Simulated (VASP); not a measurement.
# Sn (R-3m) in VASP: notebook

Runs on Sn. Level: r2SCAN. Tasks: single point.

All numbers are computed with VASP 6.6.1; they aren't measurements. Logs are shortened: lines on timing, memory, paths and dates and some standing lists are left out, and cuts for length are marked.

### Step 1. The cell of the first run

Symmetry: R-3m, No. 166, trigonal system. Conventional cell: a = 5.657 Å, b = 5.657 Å, c = 2.945 Å, α = 90.00°, β = 90.00°, γ = 120.00°. Sn (site symmetry -3m) has 14 Sn at 2.94 to 3.81 Å within 3.9 Å.

### Step 2. Single point, r2SCAN

File POSCAR:

```
Sn
1.0
   -2.1001278540      1.9001156775      1.9001156775
    1.9001156775     -2.1001278540      1.9001156775
    1.9001156775      1.9001156775     -2.1001278540
Sn
1
Direct
    0.0000000000      0.0000000000      0.0000000000
```

File INCAR.step1:

```
SYSTEM = Sn
ALGO = Normal
EDIFF = 1E-4
ENCUT = 520
GGA = PE
ISMEAR = 0
LASPH = .TRUE.
LCHARG = .FALSE.
LREAL = .FALSE.
LWAVE = .TRUE.
NBANDS = 13
NELM = 80
PREC = Accurate
SIGMA = 0.15
```

File INCAR.step2:

```
SYSTEM = Sn
ALGO = Normal
EDIFF = 1E-6
ENCUT = 520
ISIF = 2
ISMEAR = 0
ISTART = 1
LASPH = .TRUE.
LCHARG = .FALSE.
LMIXTAU = .TRUE.
LREAL = .FALSE.
LWAVE = .FALSE.
METAGGA = R2SCAN
NBANDS = 13
NELM = 80
PREC = Accurate
SIGMA = 0.15
```

File KPOINTS:

```
k-points
0
G
  20 20 20
  0 0 0
```

Potentials or basis: VASP PAW PBE potentials, release 64 (Sn_d).

The run is started by

```
> cat potpaw_PBE.64/Sn_d/POTCAR > POTCAR
> cp INCAR.step1 INCAR
> mpirun -np 1 vasp_std > vasp.out
> cp INCAR.step2 INCAR
> mpirun -np 1 vasp_std > vasp.out
```

OUTCAR:

```text
SYSTEM = Sn
   EDIFF = 1E-6
   ENCUT = 520
   ISIF = 2
   ISMEAR = 0
   ISTART = 1
   LASPH = .TRUE.
   LREAL = .FALSE.
   METAGGA = R2SCAN
   NELM = 80
   PREC = Accurate

 ion  position               nearest neighbor table
   1  0.000  0.000  0.000-

  LATTYP: Found a trigonal (rhomboedric) cell.
 ALAT       =     3.4104862086
 COS(alpha) =    -0.3757523646

  Lattice vectors:

 A1 = (  -2.1001278540,   1.9001156775,   1.9001156775)
 A2 = (   1.9001156775,  -2.1001278540,   1.9001156775)
 A3 = (   1.9001156775,   1.9001156775,  -2.1001278540)

Analysis of symmetry for initial positions (statically):
=====================================================================
 Subroutine PRICEL returns:
 Original cell was already a primitive cell.

 Routine SETGRP: Setting up the symmetry group for a
 trigonal (rhombohedral) supercell.

 Subroutine GETGRP returns: Found 12 space group operations
 (whereof 12 operations were pure point group operations)
 out of a pool of 12 trial point group operations.

The static configuration has the point symmetry D_3d.

Analysis of symmetry for dynamics (positions and initial velocities):
=====================================================================
 Subroutine PRICEL returns:
 Original cell was already a primitive cell.

 Routine SETGRP: Setting up the symmetry group for a
 trigonal (rhombohedral) supercell.

 Subroutine GETGRP returns: Found 12 space group operations
 (whereof 12 operations were pure point group operations)
 out of a pool of 12 trial point group operations.

The dynamic configuration has the point symmetry D_3d.

 Subroutine INISYM returns: Found 12 space group operations
 (whereof 12 operations are pure point group operations),
 and found     1 'primitive' translations

----------------------------------------------------------------------------------------

                                     Primitive cell

  volume of cell :      27.2050

  direct lattice vectors                    reciprocal lattice vectors
    -2.100127854  1.900115678  1.900115678     0.029409974  0.279394754  0.279394754
     1.900115678 -2.100127854  1.900115678     0.279394754  0.029409974  0.279394754
     1.900115678  1.900115678 -2.100127854     0.279394754  0.279394754  0.029409974

  length of vectors
     3.410486209  3.410486209  3.410486209     0.396216865  0.396216865  0.396216865

  position of ions in fractional coordinates (direct lattice)
     0.000000000  0.000000000  0.000000000

  ion indices of the primitive-cell ions
   primitive index   ion index
                 1           1

----------------------------------------------------------------------------------------

 KPOINTS: k-points

Automatic generation of k-mesh.
 Grid dimensions read from file:
 generate k-points for:   20   20   20

 Generating k-lattice:

  Cartesian coordinates                     Fractional coordinates (reciprocal lattice)
     0.001470499  0.013969738  0.013969738     0.050000000  0.000000000  0.000000000
     0.013969738  0.001470499  0.013969738     0.000000000  0.050000000  0.000000000
     0.013969738  0.013969738  0.001470499     0.000000000  0.000000000  0.050000000

  Length of vectors
     0.019810843  0.019810843  0.019810843

  Shift w.r.t. Gamma in fractional coordinates (k-lattice)
     0.000000000  0.000000000  0.000000000

 Subroutine IBZKPT returns following result:
 ===========================================

 Found    781 irreducible k-points:

 Following reciprocal coordinates:
            Coordinates               Weight
  0.000000  0.000000  0.000000      1.000000
  0.050000  0.000000  0.000000      6.000000
  0.100000  0.000000  0.000000      6.000000
  0.150000  0.000000  0.000000      6.000000
  0.200000  0.000000  0.000000      6.000000
  0.250000  0.000000  0.000000      6.000000
[... 16 lines left out ...]
 -0.400000  0.050000 -0.000000     12.000000
 -0.350000  0.050000 -0.000000     12.000000
 [... further k-points ...]
   k-points           NKPTS =    781   k-points in BZ     NKDIM =    781   number of bands    NBANDS=     13
   number of dos      NEDOS =    301   number of ions     NIONS =      1
   total plane-waves  NPLWV =  21952
   dimension x,y,z NGX =    28 NGY =   28 NGZ =   28
   dimension x,y,z NGXF=    56 NGYF=   56 NGZF=   56
   ions per type =               1
   NGX,Y,Z   is equivalent  to a cutoff of  13.65, 13.65, 13.65 a.u.
   NGXF,Y,Z  is equivalent  to a cutoff of  27.30, 27.30, 27.30 a.u.
 SYSTEM =  Sn
   PREC   = accura    normal or accurate (medium, high low for compatibility)
   ISTART =      1    job   : 0-new  1-cont  2-samecut
   ICHARG =      0    charge: 1-file 2-atom 10-const
   ISPIN  =      1    spin polarized calculation?
   LNONCOLLINEAR =      F non collinear calculations
   LSORBIT =      F    spin-orbit coupling
   LASPH  =      T    aspherical Exc in radial PAW
   ENCUT  =  520.0 eV  38.22 Ry    6.18 a.u.   6.34  6.34  6.34*2*pi/ulx,y,z
   NELM   =     80;   NELMIN=  2; NELMDL=  0     # of ELM steps
   EDIFF  = 0.1E-05   stopping-criterion for ELM
   LREAL  =      F    real-space projection
   EDIFFG = 0.1E-04   stopping-criterion for IOM
   NSW    =      0    number of steps for IOM
   IBRION =     -1    ionic relax: 0-MD 1-quasi-New 2-CG
   NFREE  =      0    steps in history (QN), initial steepest desc. (CG)
   ISIF   =      2    stress and relaxation
   ISYM   =      2    0-nonsym 1-usesym 2-fastsym
   POTIM  = 0.5000    time-step for ionic-motion
   TEBEG  =    0.0;   TEEND  =   0.0 temperature during run
   PSTRESS=    0.0 pullay stress
   NELECT =      14.0000    total number of electrons
   NUPDOWN=      -1.0000    fix difference up-down
   EMIN   =  10.00;   EMAX   =-10.00  energy-range for DOS
   EFERMI =   0.00;   METHOD = LEGACY
   ISMEAR =     0;   SIGMA  =   0.15  broadening in eV -4-tet -1-fermi 0-gaus
   EFERMI_NEDOS =   21; number of points for ismear=-14 and -15
   IALGO  =     38    algorithm
   IMIX   =      4    mixing-type and parameters
     AMIX     =   0.40;   BMIX     =  1.00
     AMIX_MAG =   1.60;   BMIX_MAG =  1.00
  volume/ion in A,a.u.               =      27.20       183.59
  Fermi-wavevector in a.u.,A,eV,Ry     =   1.311902  2.479136 23.416813  1.721087
  Thomas-Fermi vector in A             =   2.442332
   LORBIT       =      0    0 simple, 1 ext, 2 COOP (PROOUT), +10 PAW based schemes
   METAGGA = R2SCAN    functional components
   LHFCALC =     F    Hartree Fock is set to
   AEXX    =    0.0000 exact exchange contribution
   IVDW    =     0    specifies the selected vdW correction
   LEPSILON=     F    determine dielectric tensor
   LRPA    =     F    only Hartree local field effects (RPA)
 non-spin polarized calculation
 Gauss-broadening in eV      SIGMA  =   0.15
  energy-cutoff  :      520.00
  volume of cell :       27.20
 maximum number of plane-waves:       749
 NGX is ok and might be reduce to    28

 number of electron      14.0000001 magnetization

 Free energy of the ion-electron system (eV)
  ---------------------------------------------------
  ext. energy  EPLUGINS =         0.00000000
  ---------------------------------------------------
  free energy    TOTEN  =       -24.42830181 eV

  energy without entropy =      -24.42173259  energy(sigma->0) =      -24.42501720

 E-fermi :   8.0583     XC(G=0): -11.2294

 val. band max:        8.0511196502   @ k =  -0.4500   0.2500   0.2000
 cond. band min:       8.0597429897   @ k =  -0.3000  -0.3000   0.1000
 fundamental gap:      0.0086233395
 Fermi energy:         8.0582598193

 k-point     1 :       0.0000    0.0000    0.0000
  band No.  band energies     occupation
      1     -14.4509      2.00000
      2     -14.2326      2.00000
      3     -14.2326      2.00000
      4     -14.0781      2.00000
      5     -14.0781      2.00000
      6      -3.6827      2.00000
      7      14.6200      0.00000
      8      14.6200      0.00000
      9      19.0470      0.00000
     10      19.4183      0.00000
     11      19.6147      0.00000
     12      19.9786      0.00000
     13      19.9786      0.00000

 k-point     2 :       0.0500    0.0000    0.0000
  band No.  band energies     occupation
      1     -14.4390      2.00000
      2     -14.2332      2.00000
      3     -14.2300      2.00000
      4     -14.0824      2.00000
      5     -14.0811      2.00000
      6      -3.6178      2.00000
      7      14.4558      0.00000
      8      14.6093      0.00000
      9      18.2379      0.00000
     10      19.1551      0.00000
     11      19.8576      0.00000
     12      20.1261      0.00000
     13      20.5943      0.00000

 k-point     3 :       0.1000    0.0000    0.0000
  band No.  band energies     occupation
      1     -14.4046      2.00000
      2     -14.2350      2.00000
      3     -14.2227      2.00000
      4     -14.0949      2.00000
      5     -14.0899      2.00000
      6      -3.4226      2.00000
      7      14.0349      0.00000
      8      14.5686      0.00000
      9      16.7746      0.00000
     10      18.7451      0.00000
     11      20.1275      0.00000
     12      20.4820      0.00000
     13      20.8017      0.00000
[... 305 lines left out ...]
 k-point    23 :      -0.4000    0.0500   -0.0000
  band No.  band energies     occupation
      1     -14.2741      2.00000
      2     -14.2430      2.00000
      3     -14.1545      2.00000
      4     -14.1446      2.00000
      5     -14.0346      2.00000
      6      -0.0627      2.00000
      7       6.9994      2.00000
      8      10.9188      0.00000
      9      13.1854      0.00000
     10      16.8316      0.00000
     11      17.7588      0.00000
     12      20.7321      0.00000
     13      22.7497      0.00000

 k-point    24 :      -0.3500    0.0500   -0.0000
  band No.  band energies     occupation
      1     -14.2638      2.00000
      2     -14.2259      2.00000
      3     -14.1568      2.00000
      4     -14.1439      2.00000
      5     -14.0962      2.00000
      6      -0.9670      2.00000
      7       8.6644      0.00000
      8      11.1906      0.00000
      9      13.2842      0.00000
     10      17.3139      0.00000
     11      18.1727      0.00000
     12      20.0997      0.00000
     13      22.1911      0.00000

 [... further k-points ...]
[... 5 lines left out ...]
  --------------------------------------------------------------------------------------
  -------------------------------------------------------------------------------------
  Total        0.2256397      0.2256397      0.2256397      0.5508352      0.5508352      0.5508352
  in kB       13.2885593     13.2885593     13.2885593     32.4402373     32.4402373     32.4402373
  external PRESSURE =      13.2885593 kB  Pullay stress =       0.0000000 kB

 VOLUME and BASIS-vectors are now :
 -----------------------------------------------------------------------------
  energy-cutoff  :      520.00
  volume of cell :       27.20
      direct lattice vectors                 reciprocal lattice vectors
    -2.100127854  1.900115678  1.900115678     0.029409974  0.279394754  0.279394754
     1.900115678 -2.100127854  1.900115678     0.279394754  0.029409974  0.279394754
     1.900115678  1.900115678 -2.100127854     0.279394754  0.279394754  0.029409974

 POSITION                                       TOTAL-FORCE (eV/Angst)
 -----------------------------------------------------------------------------------
      0.00000      0.00000      0.00000        -0.000000      0.000000     -0.000000
 -----------------------------------------------------------------------------------
    total drift:                                0.000000      0.000000      0.000000

  FREE ENERGIE OF THE ION-ELECTRON SYSTEM (eV)
  ---------------------------------------------------
  free  energy   TOTEN  =       -24.4283018093 eV

  energy  without entropy=      -24.4217325921  energy(sigma->0) =      -24.42501720
```

Run time: 11 min. Hardware: 1 thread of AMD EPYC 9R45 (Zen 5), shared host; peak memory 0.34 GiB.

Results:

```
Free energy            : -24.4283 eV
Pressure               : 1.3 GPa
Band gap on the k mesh : zero (bands 7 and 8 overlap by 9.86 eV)
```

Caveat: the PAW data sets were made with another functional, which shifts forces and pressure a little; spin-orbit coupling is left out, which moves the levels of the heavy elements.

### Step 3. Single point, r2SCAN

This run uses another cell than the first one, of the same volume but with other edges.

File POSCAR:

```
Sn
1.0
   -1.6640732491      1.9017979990      1.9017979990
    1.9017979990     -1.6640732491      1.9017979990
    1.9017979990      1.9017979990     -1.6640732491
Sn
1
Direct
    0.0000000000      0.0000000000      0.0000000000
```

File INCAR.step1:

```
SYSTEM = Sn
PREC = Accurate
ENCUT = 520
ISMEAR = 0
SIGMA = 0.15
LREAL = .FALSE.
LASPH = .TRUE.
NELM = 100
NBANDS = 13
GGA = PE
ALGO = Normal
EDIFF = 1E-4
LWAVE = .TRUE.
LCHARG = .FALSE.
```

File INCAR.step2:

```
SYSTEM = Sn
PREC = Accurate
ENCUT = 520
EDIFF = 1E-7
ISMEAR = 0
SIGMA = 0.15
LREAL = .FALSE.
LASPH = .TRUE.
NELM = 100
ALGO = Normal
ISIF = 2
LWAVE = .FALSE.
LCHARG = .FALSE.
METAGGA = R2SCAN
LMIXTAU = .TRUE.
NBANDS = 13
ISTART = 1
```

File KPOINTS:

```
regular mesh
0
G
  20 20 20
  0 0 0
```

Potentials or basis: VASP PAW PBE potentials, release 64 (Sn_d).

The run is started by

```
> cat potpaw_PBE.64/Sn_d/POTCAR > POTCAR
> cp INCAR.step1 INCAR
> mpirun -np 1 vasp_std > vasp.out
> cp INCAR.step2 INCAR
> mpirun -np 1 vasp_std > vasp.out
```

Run time: 7 min. Hardware: 1 thread of AMD EPYC 9R45 (Zen 5), shared host; peak memory 0.32 GiB.

It converged, with:

- Free energy: -24.4745 eV
- Pressure: 0.8 GPa
- Band gap on the k mesh: zero (bands 7 and 8 overlap by 8.83 eV)

Stress tensor (GPa, compression positive):
```
 0.79 -0.48 -0.48
-0.48  0.79 -0.48
-0.48 -0.48  0.79
```

Levels at points of the mesh, in eV from the Fermi level:
```csv
k point,band 3,band 4,band 5,band 6,band 7,band 8,band 9,band 10,band 11,band 12
"(0.00, 0.00, 0.00)",-22.22,-22.12,-22.12,-11.72,6.49,8.15,8.15,11.44,11.44,12.70
"(0.50, 0.00, 0.00)",-22.14,-22.13,-22.08,-7.54,-4.97,4.91,6.43,9.20,9.71,17.70
"(0.50, 0.50, 0.00)",-22.18,-22.15,-22.00,-5.75,-4.40,1.57,5.80,7.03,10.65,14.86
"(0.50, 0.50, 0.50)",-22.19,-22.02,-22.02,-2.11,-1.05,-1.05,0.57,4.31,4.31,15.14
```

Caveat: the PAW data sets were made with another functional, which shifts forces and pressure a little; spin-orbit coupling is left out, which moves the levels of the heavy elements.
